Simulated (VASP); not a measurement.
## Cr: single point with PBE

Cr:

```
Cr
1.0
    -1.44275    1.44275    1.44275
     1.44275   -1.44275    1.44275
     1.44275    1.44275   -1.44275
Cr
1
Direct
  0.00000 0.00000 0.00000
```

```yaml
Program: VASP 6.6.1
Task: single point
Functional: PBE
Potentials_or_basis: VASP PAW PBE potentials, release 64 (Cr_pv)
Cutoff: 520 eV
k_mesh: 25 × 25 × 25
Occupations: fermi-dirac, width 0.05 eV
Spin: collinear spin, ferromagnetic start
Starting_moments: "[1.5] μB"
Dipole_correction: no
Further_INCAR_settings: ALGO = Normal; EDIFF = 1e-07; NBANDS = 16
```

```yaml
Pressure: -9.7 GPa
Band_gap_on_the_k_mesh: zero (filled and empty bands overlap)
Net_moment: 0.00 μB per cell
Valence_electrons_inside_the_program's_atomic_spheres: Cr 10.97
```

Levels at points of the mesh, in eV from the Fermi level:
Spin up:
```tsv
k point	band 4	band 5	band 6	band 7	band 8	band 9
(0.00, 0.00, 0.00)	-7.73	-0.88	-0.88	-0.88	1.07	1.07
```
Spin down:
```csv
k point,band 2,band 3,band 4,band 5,band 6,band 7,band 8,band 9,band 10,band 11
"(0.00, 0.00, 0.00)",-42.80,-42.80,-7.73,-0.88,-0.88,-0.88,1.07,1.07,7.07,21.98
```

It took 4.4 min on 1 thread of Intel Xeon 8259CL, with other jobs on the host, peak memory 0.24 GiB.

Caveat: the cell stands under tension.
